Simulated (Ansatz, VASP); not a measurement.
**Tl in VASP and in Ansatz**

```
Tl
1.0
     3.59028    0.00000    0.00000
    -1.79514    3.10928    0.00000
     0.00000    0.00000    5.64194
Tl
2
Direct
  0.33333 0.66667 0.25000
  0.66667 0.33333 0.75000
```

Alike in both runs: task single point; functional PBE; k mesh 8 × 8 × 5; occupations fermi-dirac, width 0.1 eV; no spin polarisation.

```csv
,VASP,Ansatz
version,VASP 6.6.1,Ansatz 0.2.0
potentials or method,"VASP PAW PBE potentials, release 64 (Tl_d), cutoff 520 eV","plane waves (420 eV) with PAW, scalar-relativistic"
valence electrons in the cell,26,26
```

VASP gave:

| Item | Value |
| --- | --- |
| pressure (GPa) | 0.1 |
| traceless stress, the component that is largest in VASP (GPa) | 0.83 |

Which values does Ansatz return?

Pressure (GPa): 0.2; traceless stress, the component that is largest in VASP (GPa): 0.83.

Neither program's run includes spin-orbit coupling.
